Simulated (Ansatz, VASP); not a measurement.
## One calculation of GaN, two programs

```
CELL_PARAMETERS angstrom
0.00000 2.28267 2.28267
2.28267 0.00000 2.28267
2.28267 2.28267 0.00000
ATOMIC_POSITIONS crystal
Ga 0.00000 0.00000 0.00000
N 0.75000 0.75000 0.75000
```

Change from the starting cell: strain +0.015 along x and y, +0.015 along z, atoms carried along.

Alike in both runs: task single point; functional r2SCAN; k mesh 10 × 10 × 10; occupations gaussian, width 0.05 eV; no spin polarisation.

```csv
,VASP,Ansatz
version,VASP 6.6.1,Ansatz 0.2.0
potentials or method,"VASP PAW PBE potentials, release 64 (Ga_d, N), cutoff 520 eV","scalar-relativistic, plane waves, PAW"
valence electrons in the cell,18,18
```

VASP gave:

- gap on the k mesh at the Fermi level (eV): 1.86
- least direct gap on the mesh (eV): 1.86
- pressure (GPa): -7.0

Problem. What did Ansatz give for the same quantities?

Solution. gap on the k mesh at the Fermi level (eV): 1.87; least direct gap on the mesh (eV): 1.87; pressure (GPa): -8.0.

VASP's potentials were made for PBE, not for r2SCAN.
